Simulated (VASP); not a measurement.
Input of a VASP 6.6.1 run:

INCAR

```
PREC = Accurate
ENCUT = 520
EDIFF = 1E-7
ISMEAR = -1
SIGMA = 0.05
LREAL = False
LASPH = True
NELM = 150
ALGO = Normal
ISIF = 2
LWAVE = False
LCHARG = False
ISPIN = 2
MAGMOM = 4 0
LORBIT = 11
LMAXMIX = 4
GGA = RE
NBANDS = 20
```

The input KPOINTS:

```
Automatic mesh
0
Gamma
  10 10 10
```

The input POSCAR:

```
MnO
1.0
    0.0000000000      2.2531730023      2.2531730023
    2.2531730023      0.0000000000      2.2531730023
    2.2531730023      2.2531730023      0.0000000000
Mn O
1 1
Direct
    0.0000000000      0.0000000000      0.0000000000
    0.5000000000      0.5000000000      0.5000000000
```

Potentials or basis: VASP PAW PBE potentials, release 64 (Mn_pv, O).

The run is started by

```console
$ cat potpaw_PBE.64/Mn_pv/POTCAR potpaw_PBE.64/O/POTCAR > POTCAR
$ mpirun -np 1 vasp_std > vasp.out
```

Question: Estimate the pressure.

Answer: -0.1 GPa.

Question: Estimate the net moment.

Answer: 4.89 μB per cell.

Question: Estimate the site moments.

Answer: Mn +4.43; O +0.20 μB.

Caveat: the PAW data sets were made with another functional, which shifts forces and pressure a little; a cell with one magnetic atom can't hold antiferromagnetic order, which such compounds often take.
